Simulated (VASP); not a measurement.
# ZnS (P6_3mc) in VASP: a series of runs

The runs below take ZnS through single point, relaxation of cell and atoms, with PBE.

All numbers are computed with VASP 6.6.1; they aren't measurements. Logs are shortened: lines on timing, memory, paths and dates and some standing lists are left out, and cuts for length are marked.

### Step 1. The cell of the first run

Symmetry: P6_3mc, No. 186, hexagonal system. Conventional cell: a = 3.703 Å, b = 3.703 Å, c = 5.976 Å, α = 90.00°, β = 90.00°, γ = 120.00°. Zn (site symmetry 3m) has 4 S at 2.26 to 2.27 Å within 3.0 Å. S (site symmetry 3m) has 4 Zn at 2.26 to 2.27 Å within 3.0 Å.

### Step 2. Single point, PBE

Contents of INCAR:

```
ALGO = Normal ; EDIFF = 1E-7
ENCUT = 520 ; GGA = PE
ISIF = 2 ; ISMEAR = 0
LASPH = True ; LCHARG = False
LREAL = False ; LWAVE = False
NBANDS = 26 ; NELM = 80
PREC = Accurate ; SIGMA = 0.1
```

Contents of KPOINTS:

```
k-points
0
Gamma
  6 6 4
```

Contents of POSCAR:

```
ZnS
1.0
    3.7026735072      0.0000000000      0.0000000000
   -1.8513367536      3.2066093192      0.0000000000
    0.0000000000      0.0000000000      5.9764498191
Zn S
2 2
Direct
    0.6666666667      0.3333333333      0.5006044111
    0.3333333333      0.6666666667      0.0006044111
    0.6666666667      0.3333333333      0.8797055889
    0.3333333333      0.6666666667      0.3797055889
```

Potentials or basis: VASP PAW PBE potentials, release 64 (Zn, S).

Started as:

```console
$ cat potpaw_PBE.64/Zn/POTCAR potpaw_PBE.64/S/POTCAR > POTCAR
$ mpirun -np 1 vasp_std > vasp.out
```

OUTCAR:

```text
EDIFF = 1E-7
   ENCUT = 520
   GGA = PE
   ISIF = 2
   ISMEAR = 0
   LASPH = True
   LREAL = False
   NELM = 80
   PREC = Accurate

 ion  position               nearest neighbor table
   1  0.667  0.333  0.501-   4 2.26   4 2.26   4 2.26   3 2.27
   2  0.333  0.667  0.001-   3 2.26   3 2.26   3 2.26   4 2.27
   3  0.667  0.333  0.880-   2 2.26   2 2.26   2 2.26   1 2.27
   4  0.333  0.667  0.380-   1 2.26   1 2.26   1 2.26   2 2.27

  LATTYP: Found a hexagonal cell.
 ALAT       =     3.7026735072
 C/A-ratio  =     1.6140904153

  Lattice vectors:

 A1 = (   3.7026735072,   0.0000000000,   0.0000000000)
 A2 = (  -1.8513367536,   3.2066093192,   0.0000000000)
 A3 = (   0.0000000000,   0.0000000000,   5.9764498191)

Analysis of symmetry for initial positions (statically):
=====================================================================
 Subroutine PRICEL returns:
 Original cell was already a primitive cell.

 Routine SETGRP: Setting up the symmetry group for a
 hexagonal supercell.

 Subroutine GETGRP returns: Found 12 space group operations
 (whereof  6 operations were pure point group operations)
 out of a pool of 24 trial point group operations.

The static configuration has the point symmetry C_3v.
 The point group associated with its full space group is C_6v.

Analysis of symmetry for dynamics (positions and initial velocities):
=====================================================================
 Subroutine PRICEL returns:
 Original cell was already a primitive cell.

 Routine SETGRP: Setting up the symmetry group for a
 hexagonal supercell.

 Subroutine GETGRP returns: Found 12 space group operations
 (whereof  6 operations were pure point group operations)
 out of a pool of 24 trial point group operations.

The dynamic configuration has the point symmetry C_3v.
 The point group associated with its full space group is C_6v.

 Subroutine INISYM returns: Found 12 space group operations
 (whereof  6 operations are pure point group operations),
 and found     1 'primitive' translations

----------------------------------------------------------------------------------------

                                     Primitive cell

  volume of cell :      70.9586

  direct lattice vectors                    reciprocal lattice vectors
     3.702673507  0.000000000  0.000000000     0.270075122  0.155927945  0.000000000
    -1.851336754  3.206609319  0.000000000     0.000000000  0.311855889  0.000000000
     0.000000000  0.000000000  5.976449819     0.000000000  0.000000000  0.167323416

  length of vectors
     3.702673507  3.702673507  5.976449819     0.311855889  0.311855889  0.167323416

  position of ions in fractional coordinates (direct lattice)
     0.666666667  0.333333333  0.500604411
     0.333333333  0.666666667  0.000604411
     0.666666667  0.333333333  0.879705589
     0.333333333  0.666666667  0.379705589

  ion indices of the primitive-cell ions
   primitive index   ion index
                 1           1
                 2           2
                 3           3
                 4           4

----------------------------------------------------------------------------------------

 KPOINTS: k-points

Automatic generation of k-mesh.
 Grid dimensions read from file:
 generate k-points for:    6    6    4

 Generating k-lattice:

  Cartesian coordinates                     Fractional coordinates (reciprocal lattice)
     0.045012520  0.025987991  0.000000000     0.166666667  0.000000000  0.000000000
     0.000000000  0.051975982  0.000000000     0.000000000  0.166666667  0.000000000
     0.000000000  0.000000000  0.041830854     0.000000000  0.000000000  0.250000000

  Length of vectors
     0.051975982  0.051975982  0.041830854

  Shift w.r.t. Gamma in fractional coordinates (k-lattice)
     0.000000000  0.000000000  0.000000000

 Subroutine IBZKPT returns following result:
 ===========================================

 Found     21 irreducible k-points:

 Following reciprocal coordinates:
            Coordinates               Weight
  0.000000  0.000000  0.000000      1.000000
  0.166667 -0.000000  0.000000      6.000000
  0.333333  0.000000  0.000000      6.000000
  0.500000 -0.000000  0.000000      3.000000
  0.166667  0.166667  0.000000      6.000000
  0.333333  0.166667  0.000000     12.000000
[... 13 lines left out ...]
  0.333333  0.166667  0.500000     12.000000
  0.333333  0.333333  0.500000      2.000000
   k-points           NKPTS =     21   k-points in BZ     NKDIM =     21   number of bands    NBANDS=     26
   number of dos      NEDOS =    301   number of ions     NIONS =      4
   total plane-waves  NPLWV =  37632
   dimension x,y,z NGX =    28 NGY =   28 NGZ =   48
   dimension x,y,z NGXF=    56 NGYF=   56 NGZF=   96
   ions per type =               2   2
   NGX,Y,Z   is equivalent  to a cutoff of  12.57, 12.57, 13.35 a.u.
   NGXF,Y,Z  is equivalent  to a cutoff of  25.14, 25.14, 26.70 a.u.
 SYSTEM =  unknown system
   PREC   = accura    normal or accurate (medium, high low for compatibility)
   ISTART =      0    job   : 0-new  1-cont  2-samecut
   ICHARG =      2    charge: 1-file 2-atom 10-const
   ISPIN  =      1    spin polarized calculation?
   LNONCOLLINEAR =      F non collinear calculations
   LSORBIT =      F    spin-orbit coupling
   LASPH  =      T    aspherical Exc in radial PAW
   ENCUT  =  520.0 eV  38.22 Ry    6.18 a.u.   6.88  6.88 11.11*2*pi/ulx,y,z
   NELM   =     80;   NELMIN=  2; NELMDL= -5     # of ELM steps
   EDIFF  = 0.1E-06   stopping-criterion for ELM
   LREAL  =      F    real-space projection
   EDIFFG = 0.1E-05   stopping-criterion for IOM
   NSW    =      0    number of steps for IOM
   IBRION =     -1    ionic relax: 0-MD 1-quasi-New 2-CG
   NFREE  =      0    steps in history (QN), initial steepest desc. (CG)
   ISIF   =      2    stress and relaxation
   ISYM   =      2    0-nonsym 1-usesym 2-fastsym
   POTIM  = 0.5000    time-step for ionic-motion
   TEBEG  =    0.0;   TEEND  =   0.0 temperature during run
   PSTRESS=    0.0 pullay stress
   NELECT =      36.0000    total number of electrons
   NUPDOWN=      -1.0000    fix difference up-down
   EMIN   =  10.00;   EMAX   =-10.00  energy-range for DOS
   EFERMI =   0.00;   METHOD = LEGACY
   ISMEAR =     0;   SIGMA  =   0.10  broadening in eV -4-tet -1-fermi 0-gaus
   EFERMI_NEDOS =   21; number of points for ismear=-14 and -15
   IALGO  =     38    algorithm
   IMIX   =      4    mixing-type and parameters
     AMIX     =   0.40;   BMIX     =  1.00
     AMIX_MAG =   1.60;   BMIX_MAG =  1.00
  volume/ion in A,a.u.               =      17.74       119.71
  Fermi-wavevector in a.u.,A,eV,Ry     =   1.305692  2.467400 23.195643  1.704832
  Thomas-Fermi vector in A             =   2.436544
   LORBIT       =      0    0 simple, 1 ext, 2 COOP (PROOUT), +10 PAW based schemes
   GGA     = PE    functional components
   LHFCALC =     F    Hartree Fock is set to
   AEXX    =    0.0000 exact exchange contribution
   IVDW    =     0    specifies the selected vdW correction
   LEPSILON=     F    determine dielectric tensor
   LRPA    =     F    only Hartree local field effects (RPA)
 non-spin polarized calculation
 Gauss-broadening in eV      SIGMA  =   0.10
  energy-cutoff  :      520.00
  volume of cell :       70.96
 maximum number of plane-waves:      1930
 NGX is ok and might be reduce to    28
   NGX = 13   NGY = 13   NGZ = 23

 number of electron      36.0000025 magnetization

 Free energy of the ion-electron system (eV)
  ---------------------------------------------------
  ext. energy  EPLUGINS =         0.00000000
  ---------------------------------------------------
  free energy    TOTEN  =       -13.34732709 eV

  energy without entropy =      -13.34732709  energy(sigma->0) =      -13.34732709

 E-fermi :   3.6344     XC(G=0): -10.1310

 val. band max:        3.1511737027   @ k =   0.0000   0.0000   0.0000
 cond. band min:       5.8855463227   @ k =   0.0000   0.0000   0.0000
 fundamental gap:      2.7343726199
 Fermi energy:         3.6344440284

 k-point     1 :       0.0000    0.0000    0.0000
  band No.  band energies     occupation
      1     -10.7872      2.00000
      2      -9.6148      2.00000
      3      -3.6392      2.00000
      4      -3.6392      2.00000
      5      -3.6241      2.00000
      6      -3.5464      2.00000
[... 18 lines left out ...]
     25      10.8422      0.00000
     26      13.0919      0.00000

 k-point     2 :       0.1667   -0.0000    0.0000
  band No.  band energies     occupation
      1     -10.5725      2.00000
      2      -9.5000      2.00000
      3      -3.6706      2.00000
      4      -3.5942      2.00000
      5      -3.5827      2.00000
      6      -3.5220      2.00000
[... 18 lines left out ...]
     25      11.5013      0.00000
     26      11.7557      0.00000

 k-point     3 :       0.3333    0.0000    0.0000
  band No.  band energies     occupation
      1     -10.0485      2.00000
      2      -9.2973      2.00000
      3      -3.6889      2.00000
      4      -3.5386      2.00000
      5      -3.5233      2.00000
      6      -3.3729      2.00000
[... 18 lines left out ...]
     25      12.1616      0.00000
     26      13.2776      0.00000

 k-point     4 :       0.5000   -0.0000    0.0000
  band No.  band energies     occupation
      1      -9.6757      2.00000
      2      -9.2648      2.00000
      3      -3.6640      2.00000
      4      -3.5007      2.00000
      5      -3.4221      2.00000
      6      -3.3135      2.00000
[... 18 lines left out ...]
     25      12.5965      0.00000
     26      15.0245      0.00000
[... 409 lines left out ...]
      1      -9.7896      2.00000
      2      -9.7896      2.00000
      3      -3.6889      2.00000
      4      -3.6889      2.00000
      5      -3.4985      2.00000
      6      -3.4985      2.00000
[... 18 lines left out ...]
     25      11.6991      0.00000
     26      11.6991      0.00000

 k-point    20 :       0.3333    0.1667    0.5000
  band No.  band energies     occupation
      1      -9.4611      2.00000
      2      -9.4611      2.00000
      3      -3.6381      2.00000
      4      -3.6381      2.00000
      5      -3.4044      2.00000
      6      -3.4044      2.00000
[... 18 lines left out ...]
     25      12.4794      0.00000
     26      12.4794      0.00000

 k-point    21 :       0.3333    0.3333    0.5000
  band No.  band energies     occupation
      1      -9.3479      2.00000
      2      -9.3479      2.00000
      3      -3.5258      2.00000
      4      -3.5258      2.00000
      5      -3.4417      2.00000
      6      -3.4417      2.00000
[... 18 lines left out ...]
     25      12.9418      0.00000
     26      12.9418      0.00000

------------------------ aborting loop because EDIFF is reached ----------------------------------------

  FORCE on cell =-STRESS in cart. coord.  units (eV):
  Direction    XX          YY          ZZ          XY          YZ          ZX
  --------------------------------------------------------------------------------------
  -------------------------------------------------------------------------------------
  Total        5.2033553      5.2033553      5.7853842      0.0000000      0.0000000     -0.0000000
  in kB      117.4868654    117.4868654    130.6285293      0.0000000      0.0000000     -0.0000000
  external PRESSURE =     121.8674201 kB  Pullay stress =       0.0000000 kB

 VOLUME and BASIS-vectors are now :
 -----------------------------------------------------------------------------
  energy-cutoff  :      520.00
  volume of cell :       70.96
      direct lattice vectors                 reciprocal lattice vectors
     3.702673507  0.000000000  0.000000000     0.270075122  0.155927945  0.000000000
    -1.851336754  3.206609319  0.000000000     0.000000000  0.311855889  0.000000000
     0.000000000  0.000000000  5.976449819     0.000000000  0.000000000  0.167323416

 POSITION                                       TOTAL-FORCE (eV/Angst)
 -----------------------------------------------------------------------------------
      1.85134      1.06887      2.99184         0.000000      0.000000      0.073535
     -0.00000      2.13774      0.00361        -0.000000      0.000000      0.073535
      1.85134      1.06887      5.25752        -0.000000      0.000000     -0.073535
     -0.00000      2.13774      2.26929        -0.000000      0.000000     -0.073535
 -----------------------------------------------------------------------------------
    total drift:                               -0.000001     -0.000001     -0.001754

  FREE ENERGIE OF THE ION-ELECTRON SYSTEM (eV)
  ---------------------------------------------------
  free  energy   TOTEN  =       -13.3473270942 eV

  energy  without entropy=      -13.3473270942  energy(sigma->0) =      -13.34732709
```

Wall time 22 s (1 thread of Intel Xeon Platinum 8559C (Emerald Rapids), shared host); peak memory 0.19 GiB.

Results:

```
Free energy            : -13.3473 eV
Pressure               : 12.2 GPa
Largest force          : 0.074 eV/Å
Band gap on the k mesh : 2.73 eV, direct
```

Forces in eV/Å, atoms in the order of the input:
```
Zn   0.000  0.000  0.074
Zn   0.000  0.000  0.074
S    0.000  0.000 -0.074
S    0.000  0.000 -0.074
```

Stress tensor (GPa, compression positive):
```
11.75  0.00  0.00
 0.00 11.75  0.00
 0.00  0.00 13.06
```

Levels at points of the mesh, in eV from the valence-band top:
```
           k point  band 16  band 17  band 18  band 19  band 20  band 21
(0.00, 0.00, 0.00)     0.00     0.00     0.00     2.73     3.13     6.16
(0.50, 0.00, 0.00)    -2.66    -1.92    -1.05     3.47     4.55     5.14
(0.00, 0.00, 0.50)    -0.57    -0.57    -0.57     3.77     3.77     6.63
(0.50, 0.00, 0.50)    -1.92    -1.78    -1.78     3.62     3.62     5.16
```

As with any semilocal functional, this PBE gap is likely too small.

### Step 3. Single point, PBE

This run uses another cell than the first one, of 20.16 Å³/atom, 1.137 times its volume.

Contents of INCAR:

```
SYSTEM = ZnS
PREC     = Accurate       ! precision mode
ENCUT    = 520            ! plane-wave cutoff, eV
EDIFF    = 1E-6           ! SCF threshold, eV
ISMEAR   = 0              ! smearing method
SIGMA    = 0.1            ! smearing width, eV
LREAL    = .FALSE.        ! projectors in reciprocal space
LASPH    = .TRUE.         ! aspherical terms in the spheres
NELM     = 100            ! most SCF steps
ALGO     = Normal         ! electronic algorithm
ISIF     = 2              ! what is computed and relaxed
LWAVE    = .FALSE.        ! write WAVECAR
LCHARG   = .TRUE.         ! write CHGCAR
GGA      = PE             ! functional
LELF     = .TRUE.         ! ELF
LVHAR    = .TRUE.       
NBANDS   = 26             ! bands
```

Contents of KPOINTS:

```
regular mesh
0
G
  6 6 4
  0 0 0
```

Contents of POSCAR:

```
ZnS
1.0
    3.8441030014      0.0000000000      0.0000000000
   -1.9220515007      3.3290908540      0.0000000000
    0.0000000000      0.0000000000      6.3022531300
Zn S
2 2
Direct
    0.6666666667      0.3333333333      0.5030342528
    0.3333333333      0.6666666667      0.0030342528
    0.6666666667      0.3333333333      0.8772757472
    0.3333333333      0.6666666667      0.3772757472
```

Potentials or basis: VASP PAW PBE potentials, release 64 (Zn, S).

Started as:

```console
$ cat potpaw_PBE.64/Zn/POTCAR potpaw_PBE.64/S/POTCAR > POTCAR
$ mpirun -np 1 vasp_std > vasp.out
```

It took 28 s on 1 thread of Intel Xeon Platinum 8559C (Emerald Rapids), shared host; peak memory 0.2 GiB.

Results (log left out):

```
Free energy            : -13.6906 eV
Pressure               : 0.2 GPa
Largest force          : 0.009 eV/Å
Band gap on the k mesh : 2.09 eV, direct
```

Forces on the atoms (eV/Å):
```
Zn   0.000  0.000 -0.009
Zn   0.000  0.000 -0.009
S    0.000  0.000  0.009
S    0.000  0.000  0.009
```

Levels at points of the mesh, in eV from the valence-band top:
```tsv
k point	band 15	band 16	band 17	band 18	band 19	band 20	band 21	band 22
(0.00, 0.00, 0.00)	-0.86	-0.08	0.00	0.00	2.09	3.06	6.33	6.33
(0.50, 0.00, 0.00)	-3.15	-2.15	-1.61	-0.85	3.68	4.18	5.14	6.92
(0.00, 0.00, 0.50)	-0.45	-0.45	-0.45	-0.45	3.48	3.48	6.76	6.76
(0.50, 0.00, 0.50)	-1.57	-1.57	-1.54	-1.54	3.54	3.54	5.24	5.24
```

(Continued in part 2 of 2.)
